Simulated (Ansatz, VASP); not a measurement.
One calculation of Nb3C4, two programs

```
CELL_PARAMETERS angstrom
4.39188 0.00000 0.00000
0.00000 4.39188 0.00000
0.00000 0.00000 4.39188
ATOMIC_POSITIONS crystal
Nb 0.00000 0.50000 0.50000
Nb 0.50000 0.00000 0.50000
Nb 0.50000 0.50000 0.00000
C 0.50000 0.00000 0.00000
C 0.00000 0.50000 0.00000
C 0.00000 0.00000 0.50000
C 0.00000 0.00000 0.00000
```

Alike in both runs: functional PBE; k mesh 8 × 8 × 8; occupations gaussian, width 0.1 eV; no spin polarisation.

Ansatz relaxed the structure, and its values are those at the end. VASP's run is a single point on that final structure, the one shown.

```csv
,VASP,Ansatz
version,VASP 6.6.1,Ansatz 0.2.0
potentials or method,"VASP PAW PBE potentials, release 64 (Nb_sv, C), cutoff 520 eV","scalar-relativistic, plane waves, PAW"
valence electrons in the cell,55,55
```

```csv
,VASP,Ansatz,Ansatz less VASP
gap on the k mesh at the Fermi level (eV),none,none,-
pressure (GPa),-0.3,0.0,+0.33
```

A gap of «none» marks a metal or a gap that the smearing closes.
